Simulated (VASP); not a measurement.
# Rb2RhO2 (I4/mmm) in VASP: further runs

The runs below take Rb2RhO2 through single point, with PBE.

Program: VASP 6.6.1. These are calculated values, not measurements. Logs are shortened: lines on timing, memory, paths and dates and some standing lists are left out, and cuts for length are marked.

## Step 1: The cell of the first run

Symmetry: I4/mmm, No. 139, tetragonal system. Conventional cell: a = 4.141 Å, b = 4.141 Å, c = 13.066 Å, α = 90.00°, β = 90.00°, γ = 90.00°. Within 4.2 Å of Rb (site symmetry 4mm) lie 5 O at 2.85 to 2.95 Å and 4 Rh at 3.56 Å and 9 Rb at 3.84 to 4.14 Å. Within 2.2 Å of O (site symmetry 4mm) lie 1 Rh at 1.66 Å. Rh (site symmetry 4/mmm) has 2 O at 1.66 Å within 2.2 Å.

## Step 2: Single point, PBE

Input file INCAR:

```
PREC = Accurate ; ENCUT = 520
EDIFF = 1E-7 ; ISMEAR = -1
SIGMA = 0.0363 ; LREAL = F
LASPH = T ; NELM = 80
ALGO = Normal ; ISIF = 2
LWAVE = F ; LCHARG = F
GGA = PE ; NBANDS = 30
```

Input file KPOINTS:

```
regular mesh
0
Gamma
  5 5 5
```

Input file POSCAR:

```
Rb2RhO2
1.0
    0.0000000000      4.1405850000      0.0000000000
    4.1405850000      0.0000000000      0.0000000000
    2.0702920000      2.0702920000     -6.5329000000
Rb O Rh
2 2 1
Direct
    0.3451000000      0.3451000000      0.3098000000
    0.6549000000      0.6549000000      0.6902000000
    0.1273000000      0.1273000000      0.7454000000
    0.8727000000      0.8727000000      0.2546000000
    0.0000000000      0.0000000000      0.0000000000
```

Potentials or basis: VASP PAW PBE potentials, release 64 (Rb_sv, O, Rh_pv).

Command:

```bash
> cat potpaw_PBE.64/Rb_sv/POTCAR potpaw_PBE.64/O/POTCAR potpaw_PBE.64/Rh_pv/POTCAR > POTCAR
> mpirun -np 1 vasp_std > vasp.out
```

OUTCAR:

```text
PREC = Accurate
   ENCUT = 520
   EDIFF = 1E-7
   ISMEAR = -1
   LREAL = F
   LASPH = T
   NELM = 80
   ISIF = 2
   GGA = PE

 ion  position               nearest neighbor table
   1  0.345  0.345  0.310-   3 2.85   4 2.95   4 2.95   4 2.95   4 2.95   5 3.56   5 3.56   5 3.56
                             5 3.56   2 3.84   2 3.84   2 3.84   2 3.84   2 4.05   5 4.51   2 5.79
   2  0.655  0.655  0.690-   4 2.85   3 2.95   3 2.95   3 2.95   3 2.95   5 3.56   5 3.56   5 3.56
                             5 3.56   1 3.84   1 3.84   1 3.84   1 3.84   1 4.05   5 4.51   1 5.79
   3  0.127  0.127  0.745-   5 1.66   1 2.85   2 2.95   2 2.95   2 2.95   2 2.95
   4  0.873  0.873  0.255-   5 1.66   2 2.85   1 2.95   1 2.95   1 2.95   1 2.95
   5  0.000  0.000  0.000-   3 1.66   4 1.66   1 3.56   2 3.56   2 3.56   2 3.56   1 3.56   1 3.56
                             2 3.56   1 3.56   1 4.51   2 4.51

  LATTYP: Found a body centered tetragonal cell.
 ALAT       =     4.1405850000
 C/A-ratio  =     3.1555444460

  Lattice vectors:

 A1 = (  -2.0702920000,   2.0702930000,   6.5329000000)
 A2 = (   2.0702930000,  -2.0702920000,   6.5329000000)
 A3 = (   2.0702920000,   2.0702920000,  -6.5329000000)

Analysis of symmetry for initial positions (statically):
=====================================================================
 Subroutine PRICEL returns:
 Original cell was already a primitive cell.

 Routine SETGRP: Setting up the symmetry group for a
 body centered tetragonal supercell.

 Subroutine GETGRP returns: Found 16 space group operations
 (whereof 16 operations were pure point group operations)
 out of a pool of 16 trial point group operations.

The static configuration has the point symmetry D_4h.

Analysis of symmetry for dynamics (positions and initial velocities):
=====================================================================
 Subroutine PRICEL returns:
 Original cell was already a primitive cell.

 Routine SETGRP: Setting up the symmetry group for a
 body centered tetragonal supercell.

 Subroutine GETGRP returns: Found 16 space group operations
 (whereof 16 operations were pure point group operations)
 out of a pool of 16 trial point group operations.

The dynamic configuration has the point symmetry D_4h.

 Subroutine INISYM returns: Found 16 space group operations
 (whereof 16 operations are pure point group operations),
 and found     1 'primitive' translations

----------------------------------------------------------------------------------------

                                     Primitive cell

  volume of cell :     112.0029

  direct lattice vectors                    reciprocal lattice vectors
     0.000000000  4.140585000  0.000000000     0.000000000  0.241511767  0.076535670
     4.140585000  0.000000000  0.000000000     0.241511767  0.000000000  0.076535670
     2.070292000  2.070292000 -6.532900000     0.000000000  0.000000000 -0.153071377

  length of vectors
     4.140585000  4.140585000  7.158980398     0.253348855  0.253348855  0.153071377

  position of ions in fractional coordinates (direct lattice)
     0.345100000  0.345100000  0.309800000
     0.654900000  0.654900000  0.690200000
     0.127300000  0.127300000  0.745400000
     0.872700000  0.872700000  0.254600000
     0.000000000  0.000000000  0.000000000

  ion indices of the primitive-cell ions
   primitive index   ion index
                 1           1
                 2           2
                 3           3
                 4           4
                 5           5

----------------------------------------------------------------------------------------

 KPOINTS: regular mesh

Automatic generation of k-mesh.
 Grid dimensions read from file:
 generate k-points for:    5    5    5

 Generating k-lattice:

  Cartesian coordinates                     Fractional coordinates (reciprocal lattice)
     0.000000000  0.048302353  0.015307134     0.200000000  0.000000000  0.000000000
     0.048302353  0.000000000  0.015307134     0.000000000  0.200000000  0.000000000
     0.000000000  0.000000000 -0.030614275     0.000000000  0.000000000  0.200000000

  Length of vectors
     0.050669771  0.050669771  0.030614275

  Shift w.r.t. Gamma in fractional coordinates (k-lattice)
     0.000000000  0.000000000  0.000000000

 Subroutine IBZKPT returns following result:
 ===========================================

 Found     18 irreducible k-points:

 Following reciprocal coordinates:
            Coordinates               Weight
  0.000000  0.000000  0.000000      1.000000
  0.200000  0.000000  0.000000      8.000000
  0.400000  0.000000 -0.000000      8.000000
  0.200000  0.200000  0.000000      8.000000
  0.400000  0.200000 -0.000000     16.000000
 -0.400000  0.200000  0.000000     16.000000
[... 10 lines left out ...]
  0.000000  0.000000  0.400000      2.000000
 -0.200000  0.000000  0.400000      4.000000
   k-points           NKPTS =     18   k-points in BZ     NKDIM =     18   number of bands    NBANDS=     30
   number of dos      NEDOS =    301   number of ions     NIONS =      5
   total plane-waves  NPLWV =  55296
   dimension x,y,z NGX =    32 NGY =   32 NGZ =   54
   dimension x,y,z NGXF=    64 NGYF=   64 NGZF=  108
   ions per type =               2   2   1
   NGX,Y,Z   is equivalent  to a cutoff of  12.85, 12.85, 12.54 a.u.
   NGXF,Y,Z  is equivalent  to a cutoff of  25.70, 25.70, 25.08 a.u.
 SYSTEM =  unknown system
   PREC   = accura    normal or accurate (medium, high low for compatibility)
   ISTART =      0    job   : 0-new  1-cont  2-samecut
   ICHARG =      2    charge: 1-file 2-atom 10-const
   ISPIN  =      1    spin polarized calculation?
   LNONCOLLINEAR =      F non collinear calculations
   LSORBIT =      F    spin-orbit coupling
   LASPH  =      T    aspherical Exc in radial PAW
   ENCUT  =  520.0 eV  38.22 Ry    6.18 a.u.   7.70  7.70 13.31*2*pi/ulx,y,z
   NELM   =     80;   NELMIN=  2; NELMDL= -5     # of ELM steps
   EDIFF  = 0.1E-06   stopping-criterion for ELM
   LREAL  =      F    real-space projection
   EDIFFG = 0.1E-05   stopping-criterion for IOM
   NSW    =      0    number of steps for IOM
   IBRION =     -1    ionic relax: 0-MD 1-quasi-New 2-CG
   NFREE  =      0    steps in history (QN), initial steepest desc. (CG)
   ISIF   =      2    stress and relaxation
   ISYM   =      2    0-nonsym 1-usesym 2-fastsym
   POTIM  = 0.5000    time-step for ionic-motion
   TEBEG  =    0.0;   TEEND  =   0.0 temperature during run
   PSTRESS=    0.0 pullay stress
   NELECT =      45.0000    total number of electrons
   NUPDOWN=      -1.0000    fix difference up-down
   EMIN   =  10.00;   EMAX   =-10.00  energy-range for DOS
   EFERMI =   0.00;   METHOD = LEGACY
   ISMEAR =    -1;   SIGMA  =   0.04  broadening in eV -4-tet -1-fermi 0-gaus
   EFERMI_NEDOS =   21; number of points for ismear=-14 and -15
   IALGO  =     38    algorithm
   IMIX   =      4    mixing-type and parameters
     AMIX     =   0.40;   BMIX     =  1.00
     AMIX_MAG =   1.60;   BMIX_MAG =  1.00
  volume/ion in A,a.u.               =      22.40       151.17
  Fermi-wavevector in a.u.,A,eV,Ry     =   1.208006  2.282801 19.854699  1.459279
  Thomas-Fermi vector in A             =   2.343627
   LORBIT       =      0    0 simple, 1 ext, 2 COOP (PROOUT), +10 PAW based schemes
   GGA     = PE    functional components
   LHFCALC =     F    Hartree Fock is set to
   AEXX    =    0.0000 exact exchange contribution
   IVDW    =     0    specifies the selected vdW correction
   LEPSILON=     F    determine dielectric tensor
   LRPA    =     F    only Hartree local field effects (RPA)
 non-spin polarized calculation
  energy-cutoff  :      520.00
  volume of cell :      112.00
 maximum number of plane-waves:      3026
   NGX = 15   NGY = 15   NGZ = 27

 number of electron      45.0000001 magnetization

 Free energy of the ion-electron system (eV)
  ---------------------------------------------------
  ext. energy  EPLUGINS =         0.00000000
  ---------------------------------------------------
  free energy    TOTEN  =       -22.33125037 eV

  energy without entropy =      -22.28505248  energy(sigma->0) =      -22.30815143

 E-fermi :   2.9884     XC(G=0):  -8.8880

 val. band max:        2.9773999570   @ k =  -0.4000   0.2000   0.0000
 cond. band min:       2.9960677409   @ k =  -0.2000  -0.2000   0.2000
 fundamental gap:      0.0186677839
 Fermi energy:         2.9883850630

 k-point     1 :       0.0000    0.0000    0.0000
  band No.  band energies     occupation
      1     -45.8903      2.00000
      2     -43.9557      2.00000
      3     -43.9557      2.00000
      4     -24.5794      2.00000
      5     -24.4658      2.00000
      6     -17.2108      2.00000
[... 22 lines left out ...]
     29       8.5004      0.00000
     30       9.2606      0.00000

 k-point     2 :       0.2000    0.0000    0.0000
  band No.  band energies     occupation
      1     -45.8903      2.00000
      2     -43.9563      2.00000
      3     -43.9557      2.00000
      4     -24.5598      2.00000
      5     -24.4681      2.00000
      6     -17.2284      2.00000
[... 22 lines left out ...]
     29       8.2649      0.00000
     30       9.0236      0.00000

 k-point     3 :       0.4000    0.0000   -0.0000
  band No.  band energies     occupation
      1     -45.8902      2.00000
      2     -43.9572      2.00000
      3     -43.9556      2.00000
      4     -24.5179      2.00000
      5     -24.4816      2.00000
      6     -17.2571      2.00000
[... 22 lines left out ...]
     29       9.1887      0.00000
     30       9.3194      0.00000

 k-point     4 :       0.2000    0.2000    0.0000
  band No.  band energies     occupation
      1     -45.8903      2.00000
      2     -43.9562      2.00000
      3     -43.9562      2.00000
      4     -24.5411      2.00000
      5     -24.4706      2.00000
      6     -17.2392      2.00000
[... 418 lines left out ...]
     29       8.6021      0.00000
     30       8.8120      0.00000

 k-point    17 :       0.0000    0.0000    0.4000
  band No.  band energies     occupation
      1     -45.8904      2.00000
      2     -43.9557      2.00000
      3     -43.9557      2.00000
      4     -24.5669      2.00000
      5     -24.4778      2.00000
      6     -17.2381      2.00000
[... 22 lines left out ...]
     29       7.9473      0.00000
     30       7.9473      0.00000

 k-point    18 :      -0.2000    0.0000    0.4000
  band No.  band energies     occupation
      1     -45.8903      2.00000
      2     -43.9563      2.00000
      3     -43.9557      2.00000
      4     -24.5478      2.00000
      5     -24.4796      2.00000
      6     -17.2506      2.00000
[... 22 lines left out ...]
     29       8.3489      0.00000
     30       8.3712      0.00000

------------------------ aborting loop because EDIFF is reached ----------------------------------------

  FORCE on cell =-STRESS in cart. coord.  units (eV):
  Direction    XX          YY          ZZ          XY          YZ          ZX
  --------------------------------------------------------------------------------------
  -------------------------------------------------------------------------------------
  Total        1.9222337      1.9222337     23.3519524      0.0000000      0.0000018      0.0000018
  in kB       27.4971283     27.4971283    334.0445260      0.0000000      0.0000256      0.0000256
  external PRESSURE =     129.6795942 kB  Pullay stress =       0.0000000 kB

 VOLUME and BASIS-vectors are now :
 -----------------------------------------------------------------------------
  energy-cutoff  :      520.00
  volume of cell :      112.00
      direct lattice vectors                 reciprocal lattice vectors
     0.000000000  4.140585000  0.000000000     0.000000000  0.241511767  0.076535670
     4.140585000  0.000000000  0.000000000     0.241511767  0.000000000  0.076535670
     2.070292000  2.070292000 -6.532900000     0.000000000  0.000000000 -0.153071377

 POSITION                                       TOTAL-FORCE (eV/Angst)
 -----------------------------------------------------------------------------------
      2.07029      2.07029     -2.02389         0.000000      0.000000      0.393349
      4.14058      4.14058     -4.50901        -0.000000     -0.000000     -0.393349
      2.07029      2.07029     -4.86962         0.000001      0.000001      6.600852
      4.14058      4.14058     -1.66328        -0.000001     -0.000001     -6.600852
      0.00000      0.00000      0.00000         0.000000     -0.000000      0.000000
 -----------------------------------------------------------------------------------
    total drift:                                0.000000      0.000000      0.000000

  FREE ENERGIE OF THE ION-ELECTRON SYSTEM (eV)
  ---------------------------------------------------
  free  energy   TOTEN  =       -22.3312503689 eV

  energy  without entropy=      -22.2850524814  energy(sigma->0) =      -22.30815143
```

It took 61 s on 1 thread of Intel Xeon Platinum 8259CL at 2.50GHz (Skylake/Cascade Lake), shared host; peak memory 0.25 GiB.

Results:

| Quantity | Value |
| --- | --- |
| Free energy | -22.3313 eV |
| Pressure | 13.0 GPa |
| Largest force | 6.601 eV/Å |
| Band gap on the k mesh | zero (an odd number of electrons rules out a gap without spin polarisation) |

Forces on the atoms (eV/Å):
```
Rb   0.000  0.000  0.393
Rb   0.000  0.000 -0.393
O    0.000  0.000  6.601
O    0.000  0.000 -6.601
Rh   0.000  0.000  0.000
```

Caveat: the cell stands under pressure; an odd number of electrons without spin polarisation forces a metal; a magnetic or distorted state may lie lower.

## Step 3: Single point, PBE

Input file INCAR:

```
SYSTEM = Rb2RhO2
PREC = Accurate ; ENCUT = 520
EDIFF = 1E-6 ; ISMEAR = -1
SIGMA = 0.0363 ; LREAL = .FALSE.
LASPH = .TRUE. ; NELM = 60
ALGO = Normal ; ISIF = 2
LWAVE = .FALSE. ; LCHARG = .TRUE.
GGA = PE ; LELF = .TRUE.
LVHAR = .TRUE. ; NBANDS = 30
```

Input file KPOINTS:

```
regular mesh
0
G
  5 5 5
  0 0 0
```

POSCAR is that of step 2.

Potentials or basis: VASP PAW PBE potentials, release 64 (Rb_sv, O, Rh_pv).

Command:

```bash
> cat potpaw_PBE.64/Rb_sv/POTCAR potpaw_PBE.64/O/POTCAR potpaw_PBE.64/Rh_pv/POTCAR > POTCAR
> mpirun -np 1 vasp_std > vasp.out
```

It took 53 s on 1 thread of Intel Xeon Platinum 8259CL at 2.50GHz (Skylake/Cascade Lake), shared host; peak memory 0.25 GiB.

Results (log left out):

```
Free energy            : -22.3313 eV
Pressure               : 13.0 GPa
Largest force          : 6.601 eV/Å
Band gap on the k mesh : zero (an odd number of electrons rules out a gap without spin polarisation)
```

Forces in eV/Å, atoms in the order of the input:
```
Rb   0.000  0.000  0.394
Rb   0.000  0.000 -0.394
O    0.000  0.000  6.601
O    0.000  0.000 -6.601
Rh   0.000  0.000  0.000
```

Stress tensor (GPa, compression positive):
```
 2.76  0.00  0.00
 0.00  2.76  0.00
 0.00  0.00 33.41
```

Levels at points of the mesh, in eV from the Fermi level:
```
           k point  band 18  band 19  band 20  band 21  band 22  band 23  band 24  band 25  band 26  band 27
(0.00, 0.00, 0.00)    -4.22    -3.85    -2.50    -2.06    -2.02     0.19     0.19     2.38     2.98     4.48
```

Caveat: the cell stands under pressure; an odd number of electrons without spin polarisation forces a metal; a magnetic or distorted state may lie lower.
